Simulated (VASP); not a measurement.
Set up this calculation in VASP 6.6.1, as the native input.

```yaml
Task: single point
Functional: PBEsol
Potentials_or_basis: VASP PAW PBE potentials, release 64 (Zr_sv)
Cutoff: 520 eV
k_mesh: 6 × 6 × 4
Occupations: gaussian, width 0.1 eV
Spin: no spin polarisation
Dipole_correction: no
Further_INCAR_settings: ALGO = Normal; EDIFF = 1e-06; NBANDS = 19
```

The structure of Zr lies in POSCAR:

```
Zr
1.0
    3.3952834591      0.0000000000      0.0000000000
   -1.6976417295      2.9404017286      0.0000000000
    0.0000000000      0.0000000000      5.2717585254
Zr
2
Direct
    0.3333333333      0.6666666667      0.2500000000
    0.6666666667      0.3333333333      0.7500000000
```

The input as run:

INCAR

```
PREC     = Accurate       # precision mode
ENCUT    = 520            # plane-wave cutoff, eV
EDIFF    = 1E-6           # SCF threshold, eV
ISMEAR   = 0              # smearing method
SIGMA    = 0.1            # smearing width, eV
LREAL    = False          # projectors in reciprocal space
LASPH    = True           # aspherical terms in the spheres
NELM     = 100            # most SCF steps
ALGO     = Normal         # electronic algorithm
ISIF     = 2              # what is computed and relaxed
LWAVE    = False          # write WAVECAR
LCHARG   = True           # write CHGCAR
GGA      = PS             # functional
LELF     = True           # ELF
LVHAR    = True         
NBANDS   = 19             # bands
```

KPOINTS

```
regular mesh
0
Gamma
  6 6 4
```

Potentials or basis: VASP PAW PBE potentials, release 64 (Zr_sv).

Run with:

```bash
$ cat potpaw_PBE.64/Zr_sv/POTCAR > POTCAR
$ mpirun -np 1 vasp_std > vasp.out
```

Results of the run:

```
Pressure               : -12.0 GPa
Band gap on the k mesh : zero (band 12 reaches 8.36 eV, above the bottom of band 13 at 7.45 eV)
```

Caveat: the PAW data sets were made with another functional, which shifts forces and pressure a little.

Run time: 23 s on 1 thread of Intel(R) Xeon(R) Platinum 8259CL CPU @ 2.50GHz (Skylake/Cascade Lake), with other jobs on the host, peak memory 0.18 GiB.
